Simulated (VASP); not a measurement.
A run of VASP 6.6.1 is set up as follows.

File INCAR:

```
SYSTEM = MgS
ALGO     = Normal         ! electronic algorithm
EDIFF    = 1E-6           ! SCF threshold, eV
ENCUT    = 520            ! plane-wave cutoff, eV
GGA      = CA             ! functional
ISIF     = 2              ! what is computed and relaxed
ISMEAR   = 0              ! smearing method
LASPH    = .TRUE.         ! aspherical terms in the spheres
LCHARG   = .TRUE.         ! write CHGCAR
LELF     = .TRUE.         ! ELF
LREAL    = .FALSE.        ! projectors in reciprocal space
LVHAR    = .TRUE.       
LWAVE    = .FALSE.        ! write WAVECAR
NBANDS   = 11             ! bands
NELM     = 60             ! most SCF steps
PREC     = Accurate       ! precision mode
SIGMA    = 0.01           ! smearing width, eV
```

KPOINTS

```
k-points
0
G
  8 8 8
  0 0 0
```

The input POSCAR:

```
MgS
1.0
    2.6154660788      2.6154660788      0.0000000000
   -2.6154660788      2.6154660788      0.0000000000
    0.0000000000      2.6154660788      2.5334122410
Mg S
1 1
Direct
    0.0000000000      0.0000000000      0.0000000000
    0.5000000000      0.5000000000      0.0000000000
```

Potentials or basis: VASP PAW LDA potentials, release 64 (Mg, S).

Command:

```sh
$ cat potpaw_LDA.64/Mg/POTCAR potpaw_LDA.64/S/POTCAR > POTCAR
$ mpirun -np 1 vasp_std > vasp.out
```

(1) Predict the band gap on the k mesh.

(2) What does it give for the pressure?

Answers

(1) 2.44 eV, indirect (least direct gap 3.57 eV).

(2) -2.5 GPa.

Caveat: the cell differs from its parent crystal (in-plane strain +0.02).
